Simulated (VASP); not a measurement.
# C16O31 (a cell with a defect) in VASP: single point with PBE

Aim: the single point of C16O31 (a cell with a defect) with PBE.

Everything below comes from runs of VASP 6.6.1. Logs are shortened: lines on timing, memory, paths and dates and some standing lists are left out, and cuts for length are marked.

## (1) The cell of the first run

The cell holds a defect, 47 atoms: a = 10.183 Å, b = 10.183 Å, c = 10.183 Å, α = 120.29°, β = 120.29°, γ = 89.50°.

## (2) Single point, PBE (atoms taken out)

Contents of INCAR:

```
SYSTEM = C16O31
ALGO = Normal
EDIFF = 1E-6
ENCUT = 520
GGA = PE
ISIF = 2
ISMEAR = -1
LASPH = .TRUE.
LCHARG = .TRUE.
LELF = .TRUE.
LREAL = Auto
LVHAR = .TRUE.
LWAVE = .FALSE.
NBANDS = 154
NELECT = 248.0
NELM = 100
PREC = Accurate
SIGMA = 0.01
```

Contents of KPOINTS:

```
k-points
0
G
  2 2 3
  0 0 0
```

Contents of POSCAR:

```
C16O31
1.0
   -5.0693110000      5.0693110000      7.2320250000
    5.0693110000     -5.0693110000      7.2320250000
    5.0693110000      5.0693110000     -7.2320250000
C O
16 31
Direct
    0.3806040000      0.8693960000      0.5000000000
    0.8806040000      0.3693960000      0.5000000000
    0.8806040000      0.8693960000      0.0000000000
    0.3806040000      0.3693960000      0.0000000000
    0.6193960000      0.1306040000      0.5000000000
    0.1193960000      0.6306040000      0.5000000000
    0.1193960000      0.1306040000      0.0000000000
    0.6193960000      0.6306040000      0.0000000000
    0.5056040000      0.5056040000      0.5112080000
    0.0056040000      0.0056040000      0.5112080000
    0.0056040000      0.5056040000      0.0112080000
    0.5056040000      0.0056040000      0.0112080000
    0.2443960000      0.2443960000      0.4887920000
    0.7443960000      0.7443960000      0.4887920000
    0.7443960000      0.2443960000      0.9887920000
    0.2443960000      0.7443960000      0.9887920000
    0.9201390000      0.0838285000      0.5112965000
    0.9201390000      0.5838285000      0.0112965000
    0.4201390000      0.0838285000      0.0112965000
    0.8225320000      0.6588425000      0.4887035000
    0.3225320000      0.1588425000      0.4887035000
    0.3225320000      0.6588425000      0.9887035000
    0.8225320000      0.1588425000      0.9887035000
    0.5338425000      0.5451390000      0.8363105000
    0.0338425000      0.0451390000      0.8363105000
    0.0338425000      0.5451390000      0.3363105000
    0.5338425000      0.0451390000      0.3363105000
    0.4588285000      0.4475320000      0.1636895000
    0.9588285000      0.9475320000      0.1636895000
    0.9588285000      0.4475320000      0.6636895000
    0.4588285000      0.9475320000      0.6636895000
    0.1661715000      0.3298610000      0.4887035000
    0.6661715000      0.8298610000      0.4887035000
    0.6661715000      0.3298610000      0.9887035000
    0.1661715000      0.8298610000      0.9887035000
    0.5911575000      0.4274680000      0.5112965000
    0.0911575000      0.9274680000      0.5112965000
    0.0911575000      0.4274680000      0.0112965000
    0.5911575000      0.9274680000      0.0112965000
    0.8024680000      0.7911715000      0.8363105000
    0.3024680000      0.2911715000      0.8363105000
    0.3024680000      0.7911715000      0.3363105000
    0.8024680000      0.2911715000      0.3363105000
    0.2048610000      0.2161575000      0.1636895000
    0.7048610000      0.7161575000      0.1636895000
    0.7048610000      0.2161575000      0.6636895000
    0.2048610000      0.7161575000      0.6636895000
```

Potentials or basis: VASP PAW PBE potentials, release 64 (C, O).

Run with:

```bash
> cat potpaw_PBE.64/C/POTCAR potpaw_PBE.64/O/POTCAR > POTCAR
> mpirun -np 1 vasp_std > vasp.out
```

OUTCAR:

```text
SYSTEM = C16O31
   EDIFF = 1E-6
   ENCUT = 520
   GGA = PE
   ISIF = 2
   ISMEAR = -1
   LASPH = .TRUE.
   LREAL = Auto
   NELECT = 248.0
   NELM = 100
   PREC = Accurate

 ion  position               nearest neighbor table
   1  0.381  0.869  0.500-  31 1.17  42 1.17
   2  0.881  0.369  0.500-  30 1.17  43 1.17
   3  0.881  0.869  0.000-  29 1.17  40 1.17
   4  0.381  0.369  0.000-  28 1.17  41 1.17
   5  0.619  0.131  0.500-  27 1.17  46 1.17
   6  0.119  0.631  0.500-  26 1.17  47 1.17
   7  0.119  0.131  0.000-  25 1.17  44 1.17
   8  0.619  0.631  0.000-  24 1.17  45 1.17
   9  0.506  0.506  0.511-  36 1.17
  10  0.006  0.006  0.511-  17 1.17  37 1.17
  11  0.006  0.506  0.011-  18 1.17  38 1.17
  12  0.506  0.006  0.011-  19 1.17  39 1.17
  13  0.244  0.244  0.489-  32 1.17  21 1.17
  14  0.744  0.744  0.489-  33 1.17  20 1.17
  15  0.744  0.244  0.989-  34 1.17  23 1.17
  16  0.244  0.744  0.989-  35 1.17  22 1.17
  17  0.920  0.084  0.511-  10 1.17
[... 28 lines left out ...]
  46  0.705  0.216  0.664-   5 1.17
  47  0.205  0.716  0.664-   6 1.17

  LATTYP: Found a body centered tetragonal cell.
 ALAT       =    10.1386220000
 C/A-ratio  =     1.4266287864

  Lattice vectors:

 A1 = (  -5.0693110000,   5.0693110000,   7.2320250000)
 A2 = (   5.0693110000,  -5.0693110000,   7.2320250000)
 A3 = (   5.0693110000,   5.0693110000,  -7.2320250000)

Analysis of symmetry for initial positions (statically):
=====================================================================
 Subroutine PRICEL returns:
 Original cell was already a primitive cell.

 Routine SETGRP: Setting up the symmetry group for a
 body centered tetragonal supercell.

 Subroutine GETGRP returns: Found  1 space group operations
 (whereof  1 operations were pure point group operations)
 out of a pool of 16 trial point group operations.

The static configuration has the point symmetry C_1 .

Analysis of symmetry for dynamics (positions and initial velocities):
=====================================================================
 Subroutine PRICEL returns:
 Original cell was already a primitive cell.

 Routine SETGRP: Setting up the symmetry group for a
 body centered tetragonal supercell.

 Subroutine GETGRP returns: Found  1 space group operations
 (whereof  1 operations were pure point group operations)
 out of a pool of 16 trial point group operations.

The dynamic configuration has the point symmetry C_1 .

 Subroutine INISYM returns: Found  1 space group operations
 (whereof  1 operations are pure point group operations),
 and found     1 'primitive' translations

----------------------------------------------------------------------------------------

                                     Primitive cell

  volume of cell :     743.3918

  direct lattice vectors                    reciprocal lattice vectors
    -5.069311000  5.069311000  7.232025000     0.000000000  0.098632733  0.069136929
     5.069311000 -5.069311000  7.232025000     0.098632733  0.000000000  0.069136929
     5.069311000  5.069311000 -7.232025000     0.098632733  0.098632733  0.000000000

  length of vectors
    10.183222163 10.183222163 10.183222163     0.120450534  0.120450534  0.139487749

  position of ions in fractional coordinates (direct lattice)
     0.380604000  0.869396000  0.500000000
     0.880604000  0.369396000  0.500000000
     0.880604000  0.869396000  0.000000000
     0.380604000  0.369396000  0.000000000
     0.619396000  0.130604000  0.500000000
     0.119396000  0.630604000  0.500000000
[... 39 lines left out ...]
     0.704861000  0.216157500  0.663689500
     0.204861000  0.716157500  0.663689500

[... 72 lines left out ...]
|                                                                             |
|           W    W    AA    RRRRR   N    N  II  N    N   GGGG   !!!           |
|           W    W   A  A   R    R  NN   N  II  NN   N  G    G  !!!           |
|           W    W  A    A  R    R  N N  N  II  N N  N  G       !!!           |
|           W WW W  AAAAAA  RRRRR   N  N N  II  N  N N  G  GGG   !            |
|           WW  WW  A    A  R   R   N   NN  II  N   NN  G    G                |
|           W    W  A    A  R    R  N    N  II  N    N   GGGG   !!!           |
|                                                                             |
|     Your reciprocal lattice and k-lattice belong to different lattice       |
|     classes:                                                                |
|                                                                             |
|        The reciprocal lattice is body-centered tetragonal,                  |
|        whereas your k-lattice is base-centered monoclinic.                  |
|                                                                             |
|     Results are often still useful ...                                      |
|                                                                             |
 -----------------------------------------------------------------------------

 WARNING: IBZKPT: internal override: KBLOWUP is changed to .FALSE.
      ... skipping the blow-up phase ...

 Subroutine IBZKPT returns following result:
 ===========================================

 Found      8 irreducible k-points:

 Following reciprocal coordinates:
            Coordinates               Weight
  0.000000  0.000000  0.000000      1.000000
  0.500000 -0.000000  0.000000      1.000000
 -0.000000  0.500000  0.000000      1.000000
  0.500000  0.500000  0.000000      1.000000
  0.000000  0.000000  0.333333      2.000000
  0.500000 -0.000000  0.333333      2.000000
 -0.000000  0.500000  0.333333      2.000000
  0.500000  0.500000  0.333333      2.000000
   k-points           NKPTS =      8   k-points in BZ     NKDIM =      8   number of bands    NBANDS=    154
   number of dos      NEDOS =    301   number of ions     NIONS =     47
   total plane-waves  NPLWV = 512000
   dimension x,y,z NGX =    80 NGY =   80 NGZ =   80
   dimension x,y,z NGXF=   160 NGYF=  160 NGZF=  160
   ions per type =              16  31
   NGX,Y,Z   is equivalent  to a cutoff of  13.06, 13.06, 13.06 a.u.
   NGXF,Y,Z  is equivalent  to a cutoff of  26.12, 26.12, 26.12 a.u.
 SYSTEM =  C16O31
   PREC   = accura    normal or accurate (medium, high low for compatibility)
   ISTART =      0    job   : 0-new  1-cont  2-samecut
   ICHARG =      2    charge: 1-file 2-atom 10-const
   ISPIN  =      1    spin polarized calculation?
   LNONCOLLINEAR =      F non collinear calculations
   LSORBIT =      F    spin-orbit coupling
   LASPH  =      T    aspherical Exc in radial PAW
   ENCUT  =  520.0 eV  38.22 Ry    6.18 a.u.  18.93 18.93 18.93*2*pi/ulx,y,z
   NELM   =    100;   NELMIN=  2; NELMDL= -5     # of ELM steps
   EDIFF  = 0.1E-05   stopping-criterion for ELM
   LREAL  =      T    real-space projection
   EDIFFG = 0.1E-04   stopping-criterion for IOM
   NSW    =      0    number of steps for IOM
   IBRION =     -1    ionic relax: 0-MD 1-quasi-New 2-CG
   NFREE  =      0    steps in history (QN), initial steepest desc. (CG)
   ISIF   =      2    stress and relaxation
   ISYM   =      2    0-nonsym 1-usesym 2-fastsym
   POTIM  = 0.5000    time-step for ionic-motion
   TEBEG  =    0.0;   TEEND  =   0.0 temperature during run
   PSTRESS=    0.0 pullay stress
   NELECT =     248.0000    total number of electrons
   NUPDOWN=      -1.0000    fix difference up-down
   EMIN   =  10.00;   EMAX   =-10.00  energy-range for DOS
   EFERMI =   0.00;   METHOD = LEGACY
   ISMEAR =    -1;   SIGMA  =   0.01  broadening in eV -4-tet -1-fermi 0-gaus
   EFERMI_NEDOS =   21; number of points for ismear=-14 and -15
   IALGO  =     38    algorithm
   IMIX   =      4    mixing-type and parameters
     AMIX     =   0.40;   BMIX     =  1.00
     AMIX_MAG =   1.60;   BMIX_MAG =  1.00
  volume/ion in A,a.u.               =      15.82       106.74
  Fermi-wavevector in a.u.,A,eV,Ry     =   1.135410  2.145614 17.540037  1.289156
  Thomas-Fermi vector in A             =   2.272115
   LORBIT       =      0    0 simple, 1 ext, 2 COOP (PROOUT), +10 PAW based schemes
   GGA     = PE    functional components
   LHFCALC =     F    Hartree Fock is set to
   AEXX    =    0.0000 exact exchange contribution
   IVDW    =     0    specifies the selected vdW correction
   LEPSILON=     F    determine dielectric tensor
   LRPA    =     F    only Hartree local field effects (RPA)
 non-spin polarized calculation
  energy-cutoff  :      520.00
  volume of cell :      743.39
 maximum number of plane-waves:     20054
 NGX is ok and might be reduce to    80
   NGX = 37   NGY = 37   NGZ = 37

 number of electron     248.0000037 magnetization

 Free energy of the ion-electron system (eV)
  ---------------------------------------------------
  ext. energy  EPLUGINS =         0.00000000
  ---------------------------------------------------
  free energy    TOTEN  =      -351.75167259 eV

  energy without entropy =     -351.73549729  energy(sigma->0) =     -351.74358494

 E-fermi :  -4.2048     XC(G=0):  -7.5142

 val. band max:       -4.2093646586   @ k =   0.5000   0.5000   0.3333
 cond. band min:      -4.2036452883   @ k =  -0.0000   0.5000   0.0000
 fundamental gap:      0.0057193704
 Fermi energy:        -4.2047504760

 k-point     1 :       0.0000    0.0000    0.0000
  band No.  band energies     occupation
      1     -24.6820      2.00000
      2     -24.5732      2.00000
      3     -24.5702      2.00000
      4     -24.5659      2.00000
      5     -24.5612      2.00000
      6     -24.5596      2.00000
[... 1101 lines left out ...]
    135       3.8277      0.00000
    136       3.8588      0.00000
 [bands above 136 left out]

------------------------ aborting loop because EDIFF is reached ----------------------------------------

  FORCE on cell =-STRESS in cart. coord.  units (eV):
  Direction    XX          YY          ZZ          XY          YZ          ZX
  --------------------------------------------------------------------------------------
  -------------------------------------------------------------------------------------
  Total       -6.7670652     -6.7837986     -4.9656300      2.3800458     -0.1004948      0.1578870
  in kB      -14.5845544    -14.6206186    -10.7020545      5.1295363     -0.2165890      0.3402821
  external PRESSURE =     -13.3024091 kB  Pullay stress =       0.0000000 kB

 VOLUME and BASIS-vectors are now :
 -----------------------------------------------------------------------------
  energy-cutoff  :      520.00
  volume of cell :      743.39
      direct lattice vectors                 reciprocal lattice vectors
    -5.069311000  5.069311000  7.232025000     0.000000000  0.098632733  0.069136929
     5.069311000 -5.069311000  7.232025000     0.098632733  0.000000000  0.069136929
     5.069311000  5.069311000 -7.232025000     0.098632733  0.098632733  0.000000000

 POSITION                                       TOTAL-FORCE (eV/Angst)
 -----------------------------------------------------------------------------------
      5.01249      0.05682      5.42402        -0.020824     -0.016984      0.013378
     -0.05682      5.12613      5.42402        -0.034072      0.002539      0.016138
     -0.05682      0.05682     12.65604        -0.025394     -0.054546     -0.000142
     -0.05682      0.05682      5.42402         0.055250      0.029126     -0.001020
      0.05682      5.01249      1.80801        -0.038392      0.000878     -0.026201
      5.12613     -0.05682      1.80801        -0.006131     -0.014487     -0.009854
[... 39 lines left out ...]
      0.88706      5.84184      1.86101         0.098141      0.131691     -0.015857
      5.95637      0.77253      1.86101         0.076757      0.152682     -0.000578
 -----------------------------------------------------------------------------------
    total drift:                                0.001347      0.001014     -0.001699

  FREE ENERGIE OF THE ION-ELECTRON SYSTEM (eV)
  ---------------------------------------------------
  free  energy   TOTEN  =      -351.7516725878 eV

  energy  without entropy=     -351.7354972941  energy(sigma->0) =     -351.74358494
```

Run time: 30 min. Hardware: 1 thread of Intel Xeon 6975P-C (Granite Rapids), shared host; peak memory 1.2 GiB.

What came out:

- Free energy: -351.7517 eV
- Largest force: 3.341 eV/Å

Forces on the atoms (eV/Å):
```
C   -0.021 -0.017  0.013
C   -0.034  0.003  0.016
C   -0.025 -0.055  0.000
C    0.055  0.029 -0.001
C   -0.038  0.001 -0.026
C   -0.006 -0.014 -0.010
C    0.050  0.029  0.005
C   -0.029 -0.045  0.010
C   -2.301  2.310  0.164
C   -0.022  0.025  0.001
C   -0.006  0.007  0.000
C    0.004  0.000  0.000
C   -0.001  0.002  0.044
C    0.016 -0.015 -0.040
C   -0.005  0.005  0.000
C   -0.005  0.006  0.000
O    0.100 -0.144  0.018
O    0.094 -0.137  0.018
O    0.092 -0.131  0.019
O   -0.095  0.139  0.023
O   -0.088  0.130  0.005
O   -0.083  0.128  0.018
O   -0.085  0.127  0.018
O   -0.109 -0.087 -0.023
O   -0.168 -0.122  0.014
O   -0.140 -0.081  0.025
O   -0.124 -0.079  0.017
O    0.092  0.070  0.055
O    0.162  0.122  0.016
O    0.138  0.090  0.017
O    0.119  0.122 -0.009
O    0.136 -0.091 -0.014
O    0.127 -0.083 -0.011
O    0.132 -0.090 -0.020
O    0.135 -0.090 -0.018
O    2.339 -2.380 -0.173
O   -0.125  0.083 -0.019
O   -0.133  0.091 -0.018
O   -0.140  0.096 -0.018
O   -0.073 -0.097  0.027
O   -0.125 -0.165 -0.014
O   -0.096 -0.121 -0.029
O   -0.083 -0.122 -0.015
O    0.073  0.109 -0.052
O    0.119  0.160 -0.018
O    0.098  0.132 -0.016
O    0.077  0.153 -0.001
```

Levels at points of the mesh, in eV from the Fermi level:
| k point | band 121 | band 122 | band 123 | band 124 | band 125 | band 126 | band 127 | band 128 |
| --- | --- | --- | --- | --- | --- | --- | --- | --- |
| (0.00, 0.00, 0.00) | -0.09 | -0.08 | -0.07 | -0.02 | 0.10 | 6.50 | 6.65 | 6.87 |
| (0.50, 0.00, 0.00) | -0.10 | -0.09 | -0.02 | -0.01 | 0.02 | 6.49 | 6.63 | 7.51 |
| (0.00, 0.50, 0.00) | -0.10 | -0.09 | -0.04 | 0.00 | 0.03 | 6.49 | 6.63 | 7.51 |
| (0.50, 0.50, 0.00) | -0.04 | -0.03 | -0.03 | -0.02 | -0.01 | 6.50 | 6.65 | 7.59 |

Caveat: the cell carries a net charge on a neutralising background, which shifts energy and pressure; the cell differs from its parent crystal (atoms taken out); the cell is charged against a uniform background, so pressure and absolute levels hang on convention.
